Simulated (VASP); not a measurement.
Crystal: MgO.

```xyz
2
Lattice="0.0000 2.1351 2.1351 2.1351 0.0000 2.1351 2.1351 2.1351 0.0000" Properties=species:S:1:pos:R:3 pbc="T T T"
Mg    0.0000    0.0000    0.0000
O     2.1351    2.1351    2.1351
```

Base run:

```yaml
Program: VASP 6.6.1
Functional: PBE
Potentials_or_basis: VASP PAW PBE potentials, release 64 (Mg, O)
Cutoff: 520 eV
k_mesh: 10 × 10 × 10
Occupations: gaussian, width 0.05 eV
Spin: no spin polarisation
```

Its results: band gap on the k mesh 4.34 eV, direct; pressure -2.4 GPa.

Task: After a change of settings the same cell gave: band gap on the k mesh 4.62 eV, direct; pressure -0.2 GPa. Which change was it?
A. functional from PBE to r2SCAN; dispersion from none to D3(BJ)
B. functional from PBE to BLYP; further incar settings from ALGO = Normal; EDIFF = 1e-06; NBANDS = 11 to ALGO = Normal; EDIFF = 1e-07; NBANDS = 11
C. further incar settings from ALGO = Normal; EDIFF = 1e-06; NBANDS = 11 to ALGO = Normal; EDIFF = 1e-07; NBANDS = 11; dispersion from none to D3(BJ)
D. functional from PBE to revPBE

Result: B.

Caveats: the PAW data sets were made with another functional, which shifts forces and pressure a little (some runs).
